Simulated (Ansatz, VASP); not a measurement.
## Two plane-wave programs on Al

The input INCAR:

```
SYSTEM = Al
  PREC = Accurate
  ENCUT = 520
  EDIFF = 1E-6
  ISMEAR = 0
  SIGMA = 0.6
  LREAL = .False.
  LASPH = .True.
  NELM = 60
  ALGO = Normal
  ISIF = 2
  LWAVE = .False.
  LCHARG = .True.
  LELF = .True.
  LVHAR = .True.
  NBANDS = 8
```

Contents of KPOINTS:

```
regular mesh
0
Gamma
  14 14 14
  0 0 0
```

File POSCAR:

```
Al
1.0
    0.0000000000      1.9916090303      1.9916090303
    1.9916090303      0.0000000000      1.9916090303
    1.9916090303      1.9916090303      0.0000000000
Al
1
Direct
    0.0000000000      0.0000000000      0.0000000000
```

Input for Ansatz:

```yaml
crystal:
  lattice:
    - [0.0, 1.9916090303, 1.9916090303]
    - [1.9916090303, 0.0, 1.9916090303]
    - [1.9916090303, 1.9916090303, 0.0]
  atoms:
    - { symbol: Al, position: [0.0, 0.0, 0.0] }
hamiltonian:
  xc: lda
  pseudopotentials:
    kind: paw
    azcp:
      Al: "pseudopotentials/Al.paw.azcp"
basis:
  ecutwfc: 420
  fft_grid_basis: typed
kpoints:
  mp_grid: { grid: [14, 14, 14], shift: [0, 0, 0] }
magnetization:
  spin_polarized: false
scf:
  occupations: { method: gaussian, width: 0.6 }
  lower_state_search: "off"
output:
  stress: true
  write_density: true
  write_potential: true
  elf: true
  volumetric_format: npy
```

Alike in both runs: task single point; functional LDA; k mesh 14 × 14 × 14; occupations gaussian, width 0.6 eV; no spin polarisation.

|  | VASP | Ansatz |
| --- | --- | --- |
| version | VASP 6.6.1 | Ansatz 0.2.0 |
| potentials or method | VASP PAW LDA potentials, release 64 (Al), cutoff 520 eV | plane waves (420 eV) with PAW, scalar-relativistic |
| valence electrons in the cell | 3 | 3 |

|  | VASP | Ansatz | Ansatz less VASP |
| --- | --- | --- | --- |
| pressure (GPa) | 0.4 | 0.3 | -0.08 |

Ansatz warns that its potentials were made for another functional, while VASP's fit it. LDA's correlation is that of Perdew and Zunger in VASP and of Perdew and Wang (1992) in Ansatz.
